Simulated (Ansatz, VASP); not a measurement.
## Two plane-wave programs on Ca2F

```
CELL_PARAMETERS angstrom
4.01260 0.00000 0.00000
-2.00630 3.47501 0.00000
0.00000 0.00000 29.79025
ATOMIC_POSITIONS crystal
Ca 0.00000 0.00000 0.35596
Ca 0.00000 0.00000 0.21470
F 0.00000 0.00000 0.28533
```

Alike in both runs: functional PBE; k mesh 6 × 6 × 1; occupations gaussian, width 0.1 eV; no spin polarisation.

Ansatz relaxed the structure, and its values are those at the end. VASP's run is a single point on that final structure, the one shown.

|  | VASP | Ansatz |
| --- | --- | --- |
| version | VASP 6.6.1 | Ansatz 0.2.0 |
| potentials or method | VASP PAW PBE potentials, release 64 (Ca_sv, F_h), cutoff 1010 eV | scalar-relativistic, plane waves, PAW |
| valence electrons in the cell | 27 | 27 |

VASP gave:

| Quantity | Value |
| --- | --- |
| gap on the k mesh at the Fermi level (eV) | none |
| rms of the force components (eV/Å) | 0.034 |

Q: Which values does Ansatz return?

A: gap on the k mesh at the Fermi level (eV): none; rms of the force components (eV/Å): 0.000.

A gap of «none» marks a metal or a gap that the smearing closes. Ansatz's warnings: slab cell height set.
